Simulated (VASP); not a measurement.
# NbP (I4_1md) in VASP: settings compared

NbP is run at these levels: RPBE+D3(BJ), PBEsol; tasks: single point, relaxation of cell and atoms.

Program: VASP 6.6.1. These are calculated values, not measurements. Logs are shortened: lines on timing, memory, paths and dates and some standing lists are left out, and cuts for length are marked.

## Step 1: The cell of the first run

It takes space group I4_1md (No. 109, tetragonal). The conventional cell has a = 3.208 Å, b = 3.208 Å, c = 10.436 Å, α = 90.00°, β = 90.00°, γ = 90.00°. Within 3.3 Å of Nb (site symmetry 2mm) lie 6 P at 2.41 Å and 8 Nb at 3.06 to 3.21 Å. Within 3.3 Å of P (site symmetry 2mm) lie 6 Nb at 2.41 Å and 8 P at 3.06 to 3.21 Å.

## Step 2: Single point, RPBE+D3(BJ)

Input file INCAR:

```
SYSTEM = NbP
PREC = Accurate
ENCUT = 520
EDIFF = 1E-6
ISMEAR = -1
SIGMA = 0.1
LREAL = .FALSE.
LASPH = .TRUE.
NELM = 80
ALGO = Normal
ISIF = 2
LWAVE = .FALSE.
LCHARG = .FALSE.
GGA = RP
IVDW = 12
NBANDS = 26
```

Input file KPOINTS:

```
regular mesh
0
G
  11 11 11
  0 0 0
```

Input file POSCAR:

```
NbP
1.0
    5.6885545816     -0.1064703645     -0.0000000001
    3.9580060240      4.0871967753      0.0000000000
   -4.8232803028     -1.9903632054      2.2683497520
Nb P
2 2
Direct
    0.2522510078      0.7522510078      0.5000000000
    0.5022510078      0.5022510078      0.0000000000
    0.8303775622      0.3303775622      0.5000000000
    0.0803775622      0.0803775622      0.0000000000
```

Potentials or basis: VASP PAW PBE potentials, release 64 (Nb_sv, P).

Launch:

```sh
cat potpaw_PBE.64/Nb_sv/POTCAR potpaw_PBE.64/P/POTCAR > POTCAR
mpirun -np 1 vasp_std > vasp.out
```

OUTCAR:

```text
SYSTEM = NbP
   PREC = Accurate
   ENCUT = 520
   EDIFF = 1E-6
   ISMEAR = -1
   LREAL = .FALSE.
   LASPH = .TRUE.
   NELM = 80
   ISIF = 2
   GGA = RP
   IVDW = 12
 IVDW          = 12

 ion  position               nearest neighbor table
   1  0.252  0.752  0.500-   4 2.41   4 2.41   3 2.41   3 2.41   3 2.41   3 2.41
   2  0.502  0.502  0.000-   3 2.41   3 2.41   4 2.41   4 2.41   4 2.41   4 2.41
   3  0.830  0.330  0.500-   2 2.41   2 2.41   1 2.41   1 2.41   1 2.41   1 2.41
   4  0.080  0.080  0.000-   1 2.41   1 2.41   2 2.41   2 2.41   2 2.41   2 2.41

  LATTYP: Found a body centered tetragonal cell.
 ALAT       =     3.2079309835
 C/A-ratio  =     3.2530709720

  Lattice vectors:

 A1 = (   5.6885545816,  -0.1064703645,  -0.0000000001)
 A2 = (   3.9580060240,   4.0871967753,   0.0000000000)
 A3 = (  -4.8232803028,  -1.9903632054,   2.2683497520)

Analysis of symmetry for initial positions (statically):
=====================================================================
 Subroutine PRICEL returns:
 Original cell was already a primitive cell.

 Routine SETGRP: Setting up the symmetry group for a
 body centered tetragonal supercell.

 Subroutine GETGRP returns: Found  8 space group operations
 (whereof  4 operations were pure point group operations)
 out of a pool of 16 trial point group operations.

The static configuration has the point symmetry C_2v.
 The point group associated with its full space group is C_4v.

Analysis of symmetry for dynamics (positions and initial velocities):
=====================================================================
 Subroutine PRICEL returns:
 Original cell was already a primitive cell.

 Routine SETGRP: Setting up the symmetry group for a
 body centered tetragonal supercell.

 Subroutine GETGRP returns: Found  8 space group operations
 (whereof  4 operations were pure point group operations)
 out of a pool of 16 trial point group operations.

The dynamic configuration has the point symmetry C_2v.
 The point group associated with its full space group is C_4v.

 Subroutine INISYM returns: Found  8 space group operations
 (whereof  4 operations are pure point group operations),
 and found     1 'primitive' translations

----------------------------------------------------------------------------------------

                                     Primitive cell

  volume of cell :      53.6956

  direct lattice vectors                    reciprocal lattice vectors
     5.688554582 -0.106470364 -0.000000000     0.172662082 -0.167204468  0.220424562
     3.958006024  4.087196775  0.000000000     0.004497800  0.240310837  0.220424562
    -4.823280303 -1.990363205  2.268349752     0.000000000 -0.000000000  0.440849124

  length of vectors
     5.689550876  5.689550876  5.689550876     0.326123468  0.326123468  0.440849124

  position of ions in fractional coordinates (direct lattice)
     0.252251008  0.752251008  0.500000000
     0.502251008  0.502251008  1.000000000
     0.830377562  0.330377562  0.500000000
     0.080377562  0.080377562  1.000000000

  ion indices of the primitive-cell ions
   primitive index   ion index
                 1           1
                 2           2
                 3           3
                 4           4

----------------------------------------------------------------------------------------

 KPOINTS: regular mesh

Automatic generation of k-mesh.
 Grid dimensions read from file:
 generate k-points for:   11   11   11

 Generating k-lattice:

  Cartesian coordinates                     Fractional coordinates (reciprocal lattice)
     0.015696553 -0.015200406  0.020038597     0.090909091  0.000000000 -0.000000000
     0.000408891  0.021846440  0.020038597     0.000000000  0.090909091  0.000000000
     0.000000000 -0.000000000  0.040077193    -0.000000000 -0.000000000  0.090909091

  Length of vectors
     0.029647588  0.029647588  0.040077193

  Shift w.r.t. Gamma in fractional coordinates (k-lattice)
     0.000000000  0.000000000  0.000000000

 Subroutine IBZKPT returns following result:
 ===========================================

 Found    126 irreducible k-points:

 Following reciprocal coordinates:
            Coordinates               Weight
  0.000000  0.000000  0.000000      1.000000
  0.090909 -0.000000  0.000000      8.000000
  0.181818 -0.000000  0.000000      8.000000
  0.272727 -0.000000  0.000000      8.000000
  0.363636 -0.000000  0.000000      8.000000
  0.454545 -0.000000  0.000000      8.000000
[... 16 lines left out ...]
 -0.272727  0.181818 -0.000000     16.000000
 -0.181818  0.181818 -0.000000      4.000000
 [... further k-points ...]
   k-points           NKPTS =    126   k-points in BZ     NKDIM =    126   number of bands    NBANDS=     26
   number of dos      NEDOS =    301   number of ions     NIONS =      4
   total plane-waves  NPLWV =  74088
   dimension x,y,z NGX =    42 NGY =   42 NGZ =   42
   dimension x,y,z NGXF=    84 NGYF=   84 NGZF=   84
   ions per type =               2   2
   NGX,Y,Z   is equivalent  to a cutoff of  12.27, 12.27, 12.27 a.u.
   NGXF,Y,Z  is equivalent  to a cutoff of  24.54, 24.54, 24.54 a.u.
 SYSTEM =  NbP
   PREC   = accura    normal or accurate (medium, high low for compatibility)
   ISTART =      0    job   : 0-new  1-cont  2-samecut
   ICHARG =      2    charge: 1-file 2-atom 10-const
   ISPIN  =      1    spin polarized calculation?
   LNONCOLLINEAR =      F non collinear calculations
   LSORBIT =      F    spin-orbit coupling
   LASPH  =      T    aspherical Exc in radial PAW
   ENCUT  =  520.0 eV  38.22 Ry    6.18 a.u.  10.58 10.58 10.58*2*pi/ulx,y,z
   NELM   =     80;   NELMIN=  2; NELMDL= -5     # of ELM steps
   EDIFF  = 0.1E-05   stopping-criterion for ELM
   LREAL  =      F    real-space projection
   EDIFFG = 0.1E-04   stopping-criterion for IOM
   NSW    =      0    number of steps for IOM
   IBRION =     -1    ionic relax: 0-MD 1-quasi-New 2-CG
   NFREE  =      0    steps in history (QN), initial steepest desc. (CG)
   ISIF   =      2    stress and relaxation
   ISYM   =      2    0-nonsym 1-usesym 2-fastsym
   POTIM  = 0.5000    time-step for ionic-motion
   TEBEG  =    0.0;   TEEND  =   0.0 temperature during run
   PSTRESS=    0.0 pullay stress
   NELECT =      36.0000    total number of electrons
   NUPDOWN=      -1.0000    fix difference up-down
   EMIN   =  10.00;   EMAX   =-10.00  energy-range for DOS
   EFERMI =   0.00;   METHOD = LEGACY
   ISMEAR =    -1;   SIGMA  =   0.10  broadening in eV -4-tet -1-fermi 0-gaus
   EFERMI_NEDOS =   21; number of points for ismear=-14 and -15
   IALGO  =     38    algorithm
   IMIX   =      4    mixing-type and parameters
     AMIX     =   0.40;   BMIX     =  1.00
     AMIX_MAG =   1.60;   BMIX_MAG =  1.00
  volume/ion in A,a.u.               =      13.42        90.59
  Fermi-wavevector in a.u.,A,eV,Ry     =   1.432835  2.707665 27.932974  2.053016
  Thomas-Fermi vector in A             =   2.552419
   LORBIT       =      0    0 simple, 1 ext, 2 COOP (PROOUT), +10 PAW based schemes
   GGA     = RP    functional components
   LHFCALC =     F    Hartree Fock is set to
   AEXX    =    0.0000 exact exchange contribution
   IVDW    =    12    specifies the selected vdW correction
   LEPSILON=     F    determine dielectric tensor
   LRPA    =     F    only Hartree local field effects (RPA)
 non-spin polarized calculation
  energy-cutoff  :      520.00
  volume of cell :       53.70
 maximum number of plane-waves:      1466
   NGX = 21   NGY = 21   NGZ = 21

 number of electron      35.9999999 magnetization

 Free energy of the ion-electron system (eV)
  ---------------------------------------------------
  ext. energy  EPLUGINS =         0.00000000
  ---------------------------------------------------
  free energy    TOTEN  =       -32.04848995 eV

  energy without entropy =      -32.02672543  energy(sigma->0) =      -32.03760769

 E-fermi :  13.2182     XC(G=0): -12.8689

 val. band max:       13.2098102133   @ k =   0.3636  -0.0000   0.0000
 cond. band min:      13.2506775719   @ k =  -0.3636   0.4545   0.3636
 fundamental gap:      0.0408673586
 Fermi energy:        13.2181685129

 k-point     1 :       0.0000    0.0000    0.0000
  band No.  band energies     occupation
      1     -41.2090      2.00000
      2     -41.1004      2.00000
      3     -17.8059      2.00000
      4     -17.3503      2.00000
      5     -17.3503      2.00000
      6     -17.1476      2.00000
[... 18 lines left out ...]
     25      18.0194      0.00000
     26      18.0194      0.00000

 k-point     2 :       0.0909   -0.0000    0.0000
  band No.  band energies     occupation
      1     -41.2047      2.00000
      2     -41.0995      2.00000
      3     -17.7910      2.00000
      4     -17.3902      2.00000
      5     -17.3477      2.00000
      6     -17.1849      2.00000
[... 18 lines left out ...]
     25      18.2814      0.00000
     26      18.5254      0.00000

 k-point     3 :       0.1818   -0.0000    0.0000
  band No.  band energies     occupation
      1     -41.1928      2.00000
      2     -41.0973      2.00000
      3     -17.7550      2.00000
      4     -17.4912      2.00000
      5     -17.3406      2.00000
      6     -17.2782      2.00000
[... 18 lines left out ...]
     25      18.9802      0.00000
     26      19.6213      0.00000

 k-point     4 :       0.2727   -0.0000    0.0000
  band No.  band energies     occupation
      1     -41.1763      2.00000
      2     -41.0951      2.00000
      3     -17.7435      2.00000
      4     -17.5890      2.00000
      5     -17.3820      2.00000
      6     -17.3312      2.00000
[... 18 lines left out ...]
     25      19.4493      0.00000
     26      20.6851      0.00000
[... 496 lines left out ...]
      1     -41.1499      2.00000
      2     -41.0855      2.00000
      3     -17.7929      2.00000
      4     -17.5976      2.00000
      5     -17.4675      2.00000
      6     -17.4187      2.00000
[... 18 lines left out ...]
     25      19.1803      0.00000
     26      21.0646      0.00000

 k-point    23 :      -0.2727    0.1818   -0.0000
  band No.  band energies     occupation
      1     -41.1658      2.00000
      2     -41.0865      2.00000
      3     -17.7239      2.00000
      4     -17.5783      2.00000
      5     -17.4486      2.00000
      6     -17.3789      2.00000
[... 18 lines left out ...]
     25      19.2880      0.00000
     26      20.4262      0.00000

 k-point    24 :      -0.1818    0.1818   -0.0000
  band No.  band energies     occupation
      1     -41.1807      2.00000
      2     -41.0901      2.00000
      3     -17.7318      2.00000
      4     -17.5004      2.00000
      5     -17.4448      2.00000
      6     -17.2826      2.00000
[... 18 lines left out ...]
     25      18.4695      0.00000
     26      19.9420      0.00000

 [... further k-points ...]

------------------------ aborting loop because EDIFF is reached ----------------------------------------

 Edisp (eV)  -15.25943

 E6    (eV) :    -5.2428

 E8    (eV) :   -10.0166

  FORCE on cell =-STRESS in cart. coord.  units (eV):
  Direction    XX          YY          ZZ          XY          YZ          ZX
  --------------------------------------------------------------------------------------
  -------------------------------------------------------------------------------------
  Total      -0.30644    -0.31467    -0.31636     0.00410    -0.00000     0.00000
  in kB      -9.14348    -9.38920    -9.43963     0.12221    -0.00000     0.00000
  external pressure =       -9.32 kB  Pullay stress =        0.00 kB

 VOLUME and BASIS-vectors are now :
 -----------------------------------------------------------------------------
  energy-cutoff  :      520.00
  volume of cell :       53.70
      direct lattice vectors                 reciprocal lattice vectors
     5.688554582 -0.106470364 -0.000000000     0.172662082 -0.167204468  0.220424562
     3.958006024  4.087196775  0.000000000     0.004497800  0.240310837  0.220424562
    -4.823280303 -1.990363205  2.268349752     0.000000000 -0.000000000  0.440849124

 POSITION                                       TOTAL-FORCE (eV/Angst)
 -----------------------------------------------------------------------------------
      2.00072      2.05256      1.13417        -0.004962     -0.002047      0.000000
      4.84499      1.99932     -0.00000        -0.004962     -0.002047      0.000000
      3.61964      0.26673      1.13417         0.004962      0.002047     -0.000000
      0.77537      0.31996     -0.00000         0.004962      0.002047     -0.000000
 -----------------------------------------------------------------------------------
    total drift:                                0.000242      0.000100     -0.000000

  FREE ENERGIE OF THE ION-ELECTRON SYSTEM (eV)
  ---------------------------------------------------
  free  energy   TOTEN  =       -47.3079186035 eV

  energy  without entropy=      -47.2861540813  energy(sigma->0) =      -47.29703634
```

Run time: 7.2 min. Hardware: 1 thread of Intel Xeon Platinum 8259CL at 2.50GHz (Skylake/Cascade Lake), shared host; peak memory 0.35 GiB.

Results:

```
Free energy                : -47.3079 eV
Pressure                   : -0.9 GPa
Largest force              : 0.005 eV/Å
Band gap on the k mesh     : zero (bands 18 and 19 overlap by 0.06 eV)
Dispersion energy per atom : -3.815 eV
```

Forces on the atoms (eV/Å):
```
Nb  -0.005 -0.002  0.000
Nb  -0.005 -0.002  0.000
P    0.005  0.002  0.000
P    0.005  0.002  0.000
```

Levels at points of the mesh, in eV from the Fermi level:
```csv
k point,band 15,band 16,band 17,band 18,band 19,band 20,band 21,band 22
"(0.00, 0.00, 0.00)",-2.55,-1.74,-1.46,-1.46,0.63,1.88,3.56,3.69
```

Caveat: the PAW data sets were made with another functional, which shifts forces and pressure a little.

## Step 3: Relaxation of cell and atoms, PBEsol, target pressure 10 GPa, at which the enthalpy is minimised

This run uses another cell than the first one, of 16.10 Å³/atom.

Input file INCAR:

```
SYSTEM = NbP
PREC = Accurate ; ENCUT = 600
EDIFF = 1E-7 ; ISMEAR = -1
SIGMA = 0.05 ; LREAL = .FALSE.
LASPH = .TRUE. ; NELM = 100
ALGO = Normal ; ISIF = 3
LWAVE = .FALSE. ; LCHARG = .FALSE.
GGA = PS ; IBRION = 2
NSW = 60 ; EDIFFG = -0.01
PSTRESS = 100.0
```

KPOINTS is that of step 2.

Input file POSCAR:

```
NbP
1.0
   -1.6749232544      1.6749232544      5.7401081759
    1.6749232544     -1.6749232544      5.7401081759
    1.6749232544      1.6749232544     -5.7401081759
Nb P
2 2
Direct
    0.2498808000      0.7498808000      0.5000000000
    0.4998808000      0.4998808000      0.0000000000
    0.8327477700      0.3327477700      0.5000000000
    0.0827477700      0.0827477700      0.0000000000
```

Potentials or basis: VASP PAW PBE potentials, release 64 (Nb_sv, P).

Launch:

```sh
cat potpaw_PBE.64/Nb_sv/POTCAR potpaw_PBE.64/P/POTCAR > POTCAR
mpirun -np 1 vasp_std > vasp.out
```

OUTCAR:

```text
SYSTEM = NbP
   PREC = Accurate
   ENCUT = 600
   EDIFF = 1E-7
   ISMEAR = -1
   LREAL = .FALSE.
   LASPH = .TRUE.
   NELM = 100
   ISIF = 3
   GGA = PS
   IBRION = 2
   NSW = 60
   EDIFFG = -0.01
   PSTRESS = 100.0

 ion  position               nearest neighbor table
   1  0.250  0.750  0.500-   4 2.55   4 2.55   3 2.55   3 2.55   3 2.55   3 2.55
   2  0.500  0.500  0.000-   3 2.55   3 2.55   4 2.55   4 2.55   4 2.55   4 2.55
   3  0.833  0.333  0.500-   2 2.55   2 2.55   1 2.55   1 2.55   1 2.55   1 2.55
   4  0.083  0.083  0.000-   1 2.55   1 2.55   2 2.55   2 2.55   2 2.55   2 2.55

  LATTYP: Found a body centered tetragonal cell.
 ALAT       =     3.3498465088
 C/A-ratio  =     3.4270872775

  Lattice vectors:

 A1 = (  -1.6749232544,   1.6749232544,   5.7401081759)
[... 390 lines left out ...]
  ext. energy  EPLUGINS =         0.00000000
  ---------------------------------------------------
  free energy    TOTEN  =       -37.75636971 eV

  energy without entropy =      -37.75123299  energy(sigma->0) =      -37.75380135

 E-fermi :  11.5544     XC(G=0): -12.4967

 val. band max:       11.5451427814   @ k =  -0.3636   0.4545   0.3636
 cond. band min:      11.5730406513   @ k =  -0.1818   0.2727   0.1818
 fundamental gap:      0.0278978699
 Fermi energy:        11.5543560005

 k-point     1 :       0.0000    0.0000    0.0000
  band No.  band energies     occupation
      1     -43.0491      2.00000
      2     -42.9899      2.00000
      3     -19.4722      2.00000
      4     -19.1738      2.00000
      5     -19.1738      2.00000
      6     -19.0032      2.00000
[... 589 lines left out ...]
     21      13.9634      0.00000
     22      14.9346      0.00000

 [... further k-points ...]

------------------------ aborting loop because EDIFF is reached ----------------------------------------

  FORCE on cell =-STRESS in cart. coord.  units (eV):
  Direction    XX          YY          ZZ          XY          YZ          ZX
  --------------------------------------------------------------------------------------
  -------------------------------------------------------------------------------------
  Total        3.7136091      3.7136091      3.7010923      0.0000000      0.0000000      0.0000000
  in kB      100.1287287    100.1287287     99.7912432      0.0000000      0.0000000      0.0000000
  external PRESSURE =       0.0162335 kB  Pullay stress =     100.0000000 kB
[... 23 lines left out ...]
  energy  without entropy=      -37.7512329860  energy(sigma->0) =      -37.75380135

  enthalpy is  TOTEN    =       -34.0475349316 eV   P V=        3.7088347796

 reached required accuracy - stopping structural energy minimisation
```

OSZICAR:

```text
N       E                     dE             d eps       ncg     rms          rms(c)
DAV:   1     0.394982541544E+03    0.39498E+03   -0.20712E+04  5544   0.181E+03
[... 115 lines left out ...]
DAV:   2    -0.377564926809E+02    0.48231E-03   -0.34401E-03  7550   0.635E-01    0.806E-02
DAV:   3    -0.377563686883E+02    0.12399E-03   -0.31178E-04 10752   0.164E-01    0.302E-02
DAV:   4    -0.377563648816E+02    0.38067E-05   -0.13282E-04  9830   0.564E-02    0.160E-02
DAV:   5    -0.377563683848E+02   -0.35032E-05   -0.80668E-06  9630   0.234E-02    0.127E-02
DAV:   6    -0.377563700530E+02   -0.16682E-05   -0.12012E-05 10170   0.207E-02    0.156E-03
DAV:   7    -0.377563696424E+02    0.41055E-06   -0.10955E-06  9710   0.846E-03    0.492E-04
DAV:   8    -0.377563697112E+02   -0.68810E-07   -0.76285E-08  4764   0.223E-03
  11 F= -.34047535E+02 E0= -.34044967E+02  d E =-.647708E-04
```

Wall time 76 min (1 thread of Intel Xeon Platinum 8375C at 2.90GHz (Ice Lake), shared host); peak memory 0.48 GiB.

What came out:

```yaml
Free_energy: -37.7564 eV
Relaxed_volume: 14.86 Å³/atom
Relaxed_cell: a = 5.994 Å, b = 5.994 Å, c = 5.994 Å, α = 148.25°, β = 148.25°, γ = 45.51°
Space_group_after_relaxing_to_0.1_Å: I4_1md (No. 109)
Energy_change_on_relaxing_the_run_minimises_the_enthalpy: +8.8 meV/atom
Ionic_steps: 11
Pressure_after_relaxing: 10.0 GPa
Band_gap_on_the_k_mesh: 0.03 eV (least direct gap 0.05 eV)
```

The path:
```
step  energy change (eV)  largest force (eV/Å)  pressure (GPa)  volume (Å³)
   1              0.0000                0.0167           -6.56        64.41
   2              2.1413                0.1310           69.52        50.11
   3              0.0177                0.0439            8.80        59.82
   4              0.0319                0.0455            9.79        59.58
   5              0.0378                0.0461           10.18        59.48
   6              0.0370                0.0903           10.20        59.41
   7              0.0382                0.1052           10.21        59.39
   8              0.0289                0.0230            9.56        59.52
   9              0.0312                0.0126            9.74        59.49
  10              0.0414                0.0206           10.40        59.32
  11              0.0351                0.0003           10.00        59.42
```

Final structure:
```xyz
4
Lattice="-1.6394 1.6394 5.5272 1.6394 -1.6394 5.5272 1.6394 1.6394 -5.5272" Properties=species:S:1:pos:R:3 pbc="T T T"
Nb    1.6394    0.0000    2.7693
Nb    0.0000    0.0000    5.5329
P     0.0000    1.6394    3.6714
P     0.0000    0.0000    0.9078
```

Caveat: the cell is relaxed towards a set pressure, so the run minimises the enthalpy, not the energy; the PAW data sets were made with another functional, which shifts forces and pressure a little; an odd mesh through Γ misses points on the zone boundary, where band edges can lie.
